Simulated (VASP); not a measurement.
A run of VASP 6.6.1:

The input INCAR:

```
SYSTEM = SiNi
ALGO = Fast
EDIFF = 1E-6
ENCUT = 520
GGA = PS
ISIF = 2
ISMEAR = 0
LASPH = .True.
LCHARG = .False.
LREAL = Auto
LWAVE = .False.
NBANDS = 70
NELM = 80
PREC = Accurate
SIGMA = 0.15
```

Contents of KPOINTS:

```
k-points
0
Gamma
  8 12 4
  0 0 0
```

File POSCAR:

```
SiNi
1.0
   -5.0878282958      0.0000000000      0.0000000000
    0.0000000000     -3.3577714519      0.0000000000
   -1.5263484887      0.0000000000     11.0556604556
Si Ni
8 8
Direct
    0.4405890135      0.2500000000      0.7932777411
    0.5905890135      0.2500000000      0.2932777411
    0.8084443419      0.7500000000      0.0432777411
    0.6584443419      0.7500000000      0.5432777411
   -0.1084443419      0.2500000000      0.9567222589
    0.0415556581      0.2500000000      0.4567222589
    0.2594109865      0.7500000000      0.2067222589
    0.1094109865      0.7500000000      0.7067222589
    0.7375913138      0.7500000000      0.8436931839
    0.8875913138      0.7500000000      0.3436931839
    0.4811927758      0.2500000000      0.0936931839
    0.3311927758      0.2500000000      0.5936931839
    0.2188072242      0.7500000000      0.9063068161
    0.3688072242      0.7500000000      0.4063068161
   -0.0375913138      0.2500000000      0.1563068161
   -0.1875913138      0.2500000000      0.6563068161
```

Potentials or basis: VASP PAW PBE potentials, release 64 (Si, Ni).

Launch:

```console
$ cat potpaw_PBE.64/Si/POTCAR potpaw_PBE.64/Ni/POTCAR > POTCAR
$ mpirun -np 1 vasp_std > vasp.out
```

Hardware: 1 thread of Oxide Virtual Turin-like Processor, with other jobs on the host.

How long does it take, and how much memory?

Run time: 67 min on 1 thread of Oxide Virtual Turin-like Processor, on a shared host, peak memory 0.95 GiB. Counts: scf iterations 20, k points 126.
